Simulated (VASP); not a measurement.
# ZrC (wurtzite type) (P6_3mc) in VASP: a series of runs, part 2 of 2

VASP 6.6.1.

### 4 Electric field gradients, PBE

INCAR

```
SYSTEM = ZrC
ALGO     = Normal         ! electronic algorithm
EDIFF    = 1E-8           ! SCF threshold, eV
ENCUT    = 520            ! plane-wave cutoff, eV
GGA      = PE             ! functional
ISIF     = 2              ! what is computed and relaxed
ISMEAR   = -1             ! smearing method
LASPH    = .TRUE.         ! aspherical terms in the spheres
LCHARG   = .FALSE.        ! write CHGCAR
LEFG     = .TRUE.       
LREAL    = .FALSE.        ! projectors in reciprocal space
LWAVE    = .FALSE.        ! write WAVECAR
NBANDS   = 24             ! bands
NELM     = 100            ! most SCF steps
PREC     = Accurate       ! precision mode
SIGMA    = 0.05           ! smearing width, eV
```

KPOINTS

```
k-points
0
G
  13 13 7
  0 0 0
```

POSCAR

```
ZrC
1.0
    3.8882351257      0.0000000000      0.0000000000
   -1.9441175628      3.3673103947      0.0000000000
    0.0000000000      0.0000000000      4.7139415727
Zr C
2 2
Direct
    0.3333333333      0.6666666667     -0.0578114213
    0.6666666667      0.3333333333      0.4421885787
    0.3333333333      0.6666666667      0.4338114213
    0.6666666667      0.3333333333      0.9338114213
```

Potentials or basis: VASP PAW PBE potentials, release 64 (Zr_sv, C).

The run is started by

```
$ cat potpaw_PBE.64/Zr_sv/POTCAR potpaw_PBE.64/C/POTCAR > POTCAR
$ mpirun -np 1 vasp_std > vasp.out
```

OUTCAR:

```text
SYSTEM = ZrC
   EDIFF = 1E-8
   ENCUT = 520
   GGA = PE
   ISIF = 2
   ISMEAR = -1
   LASPH = .TRUE.
   LREAL = .FALSE.
   NELM = 100
   PREC = Accurate

 ion  position               nearest neighbor table
   1  0.333  0.667  0.942-   4 2.25   4 2.25   4 2.25   3 2.32   3 2.40   2 3.25   2 3.25   2 3.25
                             2 3.25   2 3.25   2 3.25
   2  0.667  0.333  0.442-   3 2.25   3 2.25   3 2.25   4 2.32   4 2.40   1 3.25   1 3.25   1 3.25
                             1 3.25   1 3.25   1 3.25
   3  0.333  0.667  0.434-   2 2.25   2 2.25   2 2.25   1 2.32   1 2.40
   4  0.667  0.333  0.934-   1 2.25   1 2.25   1 2.25   2 2.32   2 2.40

  LATTYP: Found a hexagonal cell.
 ALAT       =     3.8882351257
 C/A-ratio  =     1.2123602149

  Lattice vectors:

 A1 = (   3.8882351257,   0.0000000000,   0.0000000000)
 A2 = (  -1.9441175628,   3.3673103947,   0.0000000000)
 A3 = (   0.0000000000,   0.0000000000,   4.7139415727)

Analysis of symmetry for initial positions (statically):
=====================================================================
 Subroutine PRICEL returns:
 Original cell was already a primitive cell.

 Routine SETGRP: Setting up the symmetry group for a
 hexagonal supercell.

 Subroutine GETGRP returns: Found 12 space group operations
 (whereof  6 operations were pure point group operations)
 out of a pool of 24 trial point group operations.

The static configuration has the point symmetry C_3v.
 The point group associated with its full space group is C_6v.

Analysis of symmetry for dynamics (positions and initial velocities):
=====================================================================
 Subroutine PRICEL returns:
 Original cell was already a primitive cell.

[... 821 lines left out ...]
  --------------------------------------------------------------------------------------
  -------------------------------------------------------------------------------------
  Total        0.0602271      0.0602271      0.0886200      0.0000000      0.0000000      0.0000000
  in kB        1.5634457      1.5634457      2.3005013      0.0000000      0.0000000      0.0000000
  external PRESSURE =       1.8091309 kB  Pullay stress =       0.0000000 kB

 VOLUME and BASIS-vectors are now :
 -----------------------------------------------------------------------------
  energy-cutoff  :      520.00
  volume of cell :       61.72
      direct lattice vectors                 reciprocal lattice vectors
     3.888235126  0.000000000  0.000000000     0.257186093  0.148486460  0.000000000
    -1.944117563  3.367310395  0.000000000     0.000000000  0.296972920  0.000000000
     0.000000000  0.000000000  4.713941573     0.000000000  0.000000000  0.212136698

 POSITION                                       TOTAL-FORCE (eV/Angst)
 -----------------------------------------------------------------------------------
     -0.00000      2.24487      4.44142        -0.000000      0.000000     -0.001119
      1.94412      1.12244      2.08445         0.000000      0.000000     -0.001119
     -0.00000      2.24487      2.04496        -0.000000      0.000000      0.001119
      1.94412      1.12244      4.40193         0.000000     -0.000000      0.001119
 -----------------------------------------------------------------------------------
    total drift:                               -0.000000      0.000000      0.000118

  FREE ENERGIE OF THE ION-ELECTRON SYSTEM (eV)
  ---------------------------------------------------
  free  energy   TOTEN  =       -37.8752950275 eV

  energy  without entropy=      -37.8725501538  energy(sigma->0) =      -37.87392259

 Electric field gradients (V/A^2)
---------------------------------------------------------------------
 ion       V_xx      V_yy      V_zz      V_xy      V_xz      V_yz
---------------------------------------------------------------------
   1      40.093    40.092   -80.185    -0.000    -0.000     0.000
   2      40.093    40.092   -80.185    -0.000     0.000    -0.000
   3       1.299     1.299    -2.598    -0.000    -0.000     0.000
   4       1.299     1.299    -2.598    -0.000     0.000    -0.000
---------------------------------------------------------------------

 Electric field gradients after diagonalization (V/A^2)
 (convention: |V_zz| > |V_xx| > |V_yy|)
----------------------------------------------------------------------
 ion       V_xx      V_yy      V_zz     asymmetry (V_yy - V_xx)/ V_zz
----------------------------------------------------------------------
   1      40.093    40.092   -80.185       0.000
   2      40.093    40.092   -80.185       0.000
   3       1.299     1.299    -2.598       0.000
   4       1.299     1.299    -2.598       0.000
----------------------------------------------------------------------

           NMR quadrupolar parameters

 Cq : quadrupolar parameter    Cq=e*Q*V_zz/h
 eta: asymmetry parameters     (V_yy - V_xx)/ V_zz
 Q  : nuclear electric quadrupole moment in mb (millibarn)
----------------------------------------------------------------------
 ion       Cq(MHz)       eta       Q (mb)
----------------------------------------------------------------------
   1      -0.194       0.000       1.000
   2      -0.194       0.000       1.000
   3      -0.006       0.000       1.000
   4      -0.006       0.000       1.000
----------------------------------------------------------------------
```

OSZICAR:

```text
N       E                     dE             d eps       ncg     rms          rms(c)
DAV:   1     0.259902361100E+03    0.25990E+03   -0.16823E+04  4040   0.132E+03
DAV:   2    -0.236091237967E+02   -0.28351E+03   -0.26702E+03  4832   0.369E+02
DAV:   3    -0.450297558538E+02   -0.21421E+02   -0.21190E+02  7080   0.811E+01
DAV:   4    -0.461435154780E+02   -0.11138E+01   -0.11129E+01  5128   0.171E+01
DAV:   5    -0.461837937141E+02   -0.40278E-01   -0.40276E-01  6272   0.248E+00    0.287E+01
DAV:   6    -0.379752790334E+02    0.82085E+01   -0.41231E+01  4744   0.303E+01    0.970E+00
DAV:   7    -0.378798057417E+02    0.95473E-01   -0.28954E+00  6000   0.799E+00    0.716E+00
DAV:   8    -0.378882312585E+02   -0.84255E-02   -0.26472E-01  4768   0.318E+00    0.813E-01
DAV:   9    -0.378746382029E+02    0.13593E-01   -0.68610E-02  5544   0.108E+00    0.407E-01
DAV:  10    -0.378752545735E+02   -0.61637E-03   -0.46841E-03  4776   0.523E-01    0.138E-01
DAV:  11    -0.378753013801E+02   -0.46807E-04   -0.36691E-04  6120   0.130E-01    0.257E-02
DAV:  12    -0.378752943341E+02    0.70459E-05   -0.29936E-05  5080   0.426E-02    0.922E-03
DAV:  13    -0.378752948650E+02   -0.53088E-06   -0.24364E-06  5248   0.124E-02    0.190E-03
DAV:  14    -0.378752950369E+02   -0.17188E-06   -0.26802E-07  4976   0.313E-03    0.104E-03
DAV:  15    -0.378752950275E+02    0.93996E-08   -0.18960E-08  4096   0.936E-04
   1 F= -.37875295E+02 E0= -.37873923E+02  d E =-.274487E-02
```

Run time: 3.1 min. Hardware: 1 thread of Intel Xeon Platinum 8375C at 2.90GHz (Ice Lake), shared host; peak memory 0.24 GiB.

Results:

```
Free energy            : -37.8753 eV
Pressure               : 0.2 GPa
Band gap on the k mesh : zero (band 16 reaches 8.52 eV, above the bottom of band 17 at 7.25 eV)
```

Levels at points of the mesh, in eV from the Fermi level:
```tsv
k point	band 14	band 15	band 16	band 17	band 18	band 19
(0.00, 0.00, 0.00)	-2.36	-1.39	1.11	1.11	1.20	2.37
```

Electric field gradients, principal values (V/Å²):
```
atom   least  middle  greatest (by size)
1 Zr  40.092  40.093             -80.185
2 Zr  40.092  40.093             -80.185
 3 C   1.299   1.299              -2.598
 4 C   1.299   1.299              -2.598
```

Caveat: without QUAD_EFG the Cq values of the log hold for a quadrupole moment of 1 mb, not for the nuclei.
